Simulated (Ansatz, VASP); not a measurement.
**One calculation of HfO2, two programs**

File INCAR:

```
PREC = Accurate
ENCUT = 520
EDIFF = 1E-6
ISMEAR = 0
SIGMA = 0.05
LREAL = F
LASPH = T
NELM = 80
ALGO = Normal
ISIF = 2
LWAVE = F
LCHARG = F
GGA = PE
NBANDS = 31
```

KPOINTS

```
regular mesh
0
Gamma
  6 6 6
```

File POSCAR:

```
HfO2
1.0
    0.0000000000     -2.5489194559     -2.5489194559
    0.0000000000      2.5489194559     -2.5489194559
    5.0978389119      0.0000000000      0.0000000000
Hf O
2 4
Direct
    0.5000000000      0.5000000000      0.5000000000
    0.0000000000      0.0000000000      0.0000000000
    0.0000000000      0.5000000000      0.6634927549
    0.5000000000      0.0000000000      0.3365072451
    0.0000000000      0.5000000000      0.1634927549
    0.5000000000      0.0000000000      0.8365072451
```

Input for Ansatz:

```yaml
crystal:
  lattice:
    - [0.0, -2.5489194559, -2.5489194559]
    - [0.0, 2.5489194559, -2.5489194559]
    - [5.0978389119, 0.0, 0.0]
  atoms:
    - { symbol: Hf, position: [0.5, 0.5, 0.5] }
    - { symbol: Hf, position: [0.0, 0.0, 0.0] }
    - { symbol: O, position: [0.0, 0.5, 0.6634927549] }
    - { symbol: O, position: [0.5, 0.0, 0.3365072451] }
    - { symbol: O, position: [0.0, 0.5, 0.1634927549] }
    - { symbol: O, position: [0.5, 0.0, 0.8365072451] }
basis:
  ecutwfc: 520.0
kpoints:
  mp_grid: { grid: [6, 6, 6] }
hamiltonian:
  xc: pbe
  pseudopotentials: { kind: paw, azcp: { folder: soft_1 } }
scf:
  occupations: { method: gaussian, width: 0.05 }
output:
  forces: true
  stress: true
  eigenvalues: true
```

Change from the starting cell: mode 1 frozen in at -0.441 Å and mode 5 at +0.000 Å (largest displacements).

Alike in both runs: task single point; functional PBE; k mesh 6 × 6 × 6; occupations gaussian, width 0.05 eV; no spin polarisation.

|  | VASP | Ansatz |
| --- | --- | --- |
| version | VASP 6.6.1 | Ansatz 0.2.0 |
| potentials or method | VASP PAW PBE potentials, release 64 (Hf_pv, O), cutoff 520 eV | scalar-relativistic, plane waves, PAW |
| valence electrons in the cell | 44 | 76 |

|  | VASP | Ansatz | Ansatz less VASP |
| --- | --- | --- | --- |
| gap on the k mesh at the Fermi level (eV) | 4.32 | 4.36 | +0.041 |
| least direct gap on the mesh (eV) | 4.50 | 4.55 | +0.051 |
| pressure (GPa) | 14.8 | 17.9 | +3.18 |
| traceless stress, the component that is largest in VASP (GPa) | 7.20 | 6.74 | -0.462 |
| rms of the force components (eV/Å) | 0.665 | 0.691 | +0.0259 |

Atom by atom the forces differ by 0.026 eV/Å (rms over components). With one functional, cell and mesh, what is left measures potentials, basis and numerics. VASP's potentials hold 44 valence electrons a cell and Ansatz's 76, so a difference there can come from the potentials and not from the codes.

Neither program's run includes spin-orbit coupling.
